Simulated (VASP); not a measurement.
**KF: single point with LDA**

Crystal: KF.

```
CELL_PARAMETERS angstrom
-0.13826 2.55511 2.55511
2.55511 -0.13826 2.55511
2.55511 2.55511 -0.13826
ATOMIC_POSITIONS crystal
K 0.00000 0.00000 0.00000
F 0.50000 0.50000 0.50000
```

```
Program                : VASP 6.6.1
Task                   : single point
Functional             : LDA
Potentials or basis    : VASP PAW LDA potentials, release 64 (K_sv, F)
Cutoff                 : 520 eV
k mesh                 : 8 × 8 × 8
Occupations            : gaussian, width 0.05 eV
Spin                   : no spin polarisation
Dipole correction      : no
Further INCAR settings : ALGO = Normal; EDIFF = 1e-06; NBANDS = 15
```

| Property | Result |
| --- | --- |
| Pressure | -1.8 GPa |
| Band gap on the k mesh | 6.01 eV, direct |

Stress tensor (GPa, compression positive):
```
-1.82  0.64  0.64
 0.64 -1.82  0.64
 0.64  0.64 -1.82
```

Levels at points of the mesh, in eV from the valence-band top:
| k point | band 6 | band 7 | band 8 | band 9 | band 10 | band 11 |
| --- | --- | --- | --- | --- | --- | --- |
| (0.00, 0.00, 0.00) | -0.07 | -0.07 | 0.00 | 6.01 | 10.27 | 10.27 |
| (0.50, 0.00, 0.00) | -0.97 | -0.49 | -0.36 | 8.87 | 10.50 | 11.71 |
| (0.50, 0.50, 0.00) | -0.25 | -0.12 | -0.06 | 7.87 | 10.32 | 11.80 |
| (0.50, 0.50, 0.50) | -0.97 | -0.57 | -0.57 | 9.10 | 10.82 | 12.24 |

Run time: 23 s on 1 thread of Intel(R) Xeon(R) Platinum 8375C CPU @ 2.90GHz (Ice Lake) (shared host), peak memory 0.16 GiB.

A k mesh can miss the band edges.
